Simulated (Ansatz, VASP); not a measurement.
**One calculation of Nb3BN4, two programs**

```
Nb B N
1.0
     4.48891    0.00000    0.00000
     0.00000    4.48891    0.00000
     0.00000    0.00000    4.48891
Nb B N
3 1 4
Direct
  0.00000 0.50000 0.50000
  0.50000 0.50000 0.00000
  0.50000 0.00000 0.50000
  0.00000 0.00000 0.00000
  0.25268 0.74732 0.74732
  0.74732 0.74732 0.25268
  0.74732 0.25268 0.74732
  0.25268 0.25268 0.25268
```

Change from the starting cell: species swapped into the Cu3AsS4 type (P-43m, No. 215).

Alike in both runs: task single point; functional PBE; k mesh 4 × 4 × 4; occupations gaussian, width 0.1 eV; no spin polarisation.

```csv
,VASP,Ansatz
version,VASP 6.6.1,Ansatz 0.2.0
potentials or method,"VASP PAW PBE potentials, release 64 (Nb_sv, B, N), cutoff 520 eV","scalar-relativistic, plane waves, PAW"
valence electrons in the cell,62,62
```

|  | VASP | Ansatz | Ansatz less VASP |
| --- | --- | --- | --- |
| gap on the k mesh at the Fermi level (eV) | none | none | - |
| rms of the force components (eV/Å) | 1.846 | 1.856 | +0.0093 |

Atom by atom the forces differ by 0.009 eV/Å (rms over components). A gap of «none» marks a metal or a gap that the smearing closes. The functional is the same, so the differences come from potentials, cutoffs and numerics.
